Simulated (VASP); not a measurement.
# ZnO: single point with PBE+D3(BJ)

The system is ZnO.

```
Zn O
1.0
     3.38661    0.00000    0.00000
    -1.69330    2.93289    0.00000
     0.00000    0.00000    7.23740
Zn O
2 2
Cartesian
  0.0000 0.0000 5.4280
  0.0000 0.0000 1.8093
  0.0000 1.9553 1.8093
  1.6933 0.9776 5.4280
```

This cell differs from its parent crystal: strain +0.030 along x and y, +0.015 along z.

- Program: VASP 6.6.1
- Task: single point
- Functional: PBE
- Dispersion: D3(BJ)
- Potentials or basis: VASP PAW PBE potentials, release 64 (Zn, O)
- Cutoff: 520 eV
- k mesh: 9 × 9 × 4
- Occupations: gaussian, width 0.05 eV
- Spin: no spin polarisation

The pressure is -8.0 GPa and the band gap on the k mesh is 0.79 eV. The dispersion energy per atom is -0.144 eV.

Stress tensor (GPa, compression positive):
```
-11.29   0.00   0.00
  0.00 -11.29   0.00
  0.00   0.00  -1.52
```

Levels at points of the mesh, in eV from the valence-band top:
```tsv
k point	band 15	band 16	band 17	band 18	band 19	band 20	band 21	band 22
(0.00, 0.00, 0.00)	-0.01	-0.01	0.00	0.00	0.79	3.09	5.23	10.72
(0.00, 0.00, 0.50)	0.00	0.00	0.00	0.00	1.85	1.85	7.18	7.18
```

Run time: 2.2 min on 1 thread of Intel Xeon 8259CL, with other jobs on the host, peak memory 0.23 GiB.

Caveat: the cell differs from its parent crystal (strain +0.030 along x and y, +0.015 along z); the cell stands under tension; an odd mesh through Γ misses points on the zone boundary, where band edges can lie.
